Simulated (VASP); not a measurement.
Here is a VASP 6.6.1 calculation.

Contents of INCAR:

```
PREC = Accurate ; ENCUT = 520
EDIFF = 1E-6 ; ISMEAR = 0
SIGMA = 0.15 ; LREAL = False
LASPH = True ; NELM = 60
ALGO = Normal ; ISIF = 2
LWAVE = False ; LCHARG = True
GGA = CA ; LELF = True
LVHAR = True ; NBANDS = 16
```

File KPOINTS:

```
regular mesh
0
Gamma
  18 18 18
```

Contents of POSCAR:

```
GaSb
1.0
   -1.4646749530      2.4564117885      2.7491458060
    1.4646749530     -2.4564117885      2.7491458060
    1.4646749530      2.4564117885     -2.7491458060
Ga Sb
1 1
Direct
    0.0000000000      0.0000000000      0.0000000000
    0.5000000000      0.5000000000      0.0000000000
```

Potentials or basis: VASP PAW LDA potentials, release 64 (Ga_d, Sb).

Run with:

```bash
$ cat potpaw_LDA.64/Ga_d/POTCAR potpaw_LDA.64/Sb/POTCAR > POTCAR
$ mpirun -np 1 vasp_std > vasp.out
```

Problem. Predict the band gap on the k mesh.

Solution. Zero (band 9 reaches 11.87 eV, above the bottom of band 10 at 5.27 eV).

Problem. What does it give for the pressure?

Solution. 10.2 GPa.

Stress tensor (GPa, compression positive):
```
13.65  0.00  0.00
 0.00 11.07  0.00
 0.00  0.00  5.97
```

Caveat: spin-orbit coupling is left out, which moves the levels of the heavy elements.
